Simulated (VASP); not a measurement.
# Cu: single point with PBE

Cu, a wire with vacuum:

```
Cu
1.0
    12.80000    0.00000    0.00000
     0.00000   12.90000    0.00000
     0.00000    0.00000    2.44209
Cu
6
Direct
  0.64229 0.50000 0.00000
  0.54856 0.63598 0.50000
  0.54856 0.36402 0.50000
  0.36217 0.65174 0.50000
  0.36217 0.34826 0.50000
  0.43600 0.50000 0.00000
```

```json
{"Program": "VASP 6.6.1", "Task": "single point", "Functional": "PBE", "Potentials or basis": "VASP PAW PBE potentials, release 64 (Cu)", "Cutoff": "520 eV", "k mesh": "1 × 1 × 21", "Occupations": "gaussian, width 0.05 eV", "Spin": "no spin polarisation", "Dipole correction": "no", "Further INCAR settings": "ALGO = Normal; EDIFF = 1e-06; NBANDS = 42"}
```

| Quantity | Value |
| --- | --- |
| Largest force | 0.027 eV/Å |
| Band gap on the k mesh | zero (bands 33 and 34 overlap by 2.23 eV) |

Forces on the atoms (eV/Å):
```
Cu   0.020  0.000  0.000
Cu   0.005  0.026  0.000
Cu   0.005 -0.026  0.000
Cu  -0.014  0.021  0.000
Cu  -0.014 -0.021  0.000
Cu  -0.003  0.000  0.000
```

Levels at points of the mesh, in eV from the Fermi level:
```csv
k point,band 31,band 32,band 33,band 34,band 35,band 36
"(0.00, 0.00, 0.00)",-1.36,-1.30,-1.26,-0.85,-0.31,-0.04
```

It took 11 min on 1 thread of Intel Xeon 8259CL, with other jobs on the host, peak memory 0.47 GiB.
